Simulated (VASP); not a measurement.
Set up this calculation in VASP 6.6.1, as the native input.

- Task: single point
- Functional: LDA
- Potentials or basis: VASP PAW LDA potentials, release 64 (In_d, Sb)
- Cutoff: 500 eV
- k mesh: 10 × 10 × 10
- Occupations: gaussian, width 0.01 eV
- Spin: no spin polarisation
- Dipole correction: no
- Further INCAR settings: ALGO = Normal; EDIFF = 1e-06; NBANDS = 16

The structure of InSb (lda) lies in POSCAR:

```
InSb
1.0
    0.0000000000      3.1928857815      3.1928857815
    3.1928857815      0.0000000000      3.1928857815
    3.1928857815      3.1928857815      0.0000000000
In Sb
1 1
Direct
    0.0000000000      0.0000000000      0.0000000000
    0.2500000000      0.2500000000      0.2500000000
```

These files were run (other wordings do the same):

INCAR

```
ALGO = Normal ; EDIFF = 1E-6
ENCUT = 500 ; GGA_COMPAT = F
ISIF = 2 ; ISMEAR = 0
LASPH = T ; LCHARG = F
LREAL = F ; LWAVE = F
NBANDS = 16 ; NELM = 120
PREC = Accurate ; SIGMA = 0.01
```

KPOINTS

```
k-points
0
Gamma
  10 10 10
```

Potentials or basis: VASP PAW LDA potentials, release 64 (In_d, Sb).

Run with:

```sh
$ cat potpaw_LDA.64/In_d/POTCAR potpaw_LDA.64/Sb/POTCAR > POTCAR
$ mpirun -np 1 vasp_std > vasp.out
```

Results of the run:

```
Pressure               : 1.6 GPa
Band gap on the k mesh : zero (filled and empty bands touch)
```

Caveat: spin-orbit coupling is left out, which moves the levels of the heavy elements.

It took 66 s on 1 thread of Intel Xeon 8259CL, on a shared host, peak memory 0.2 GiB.
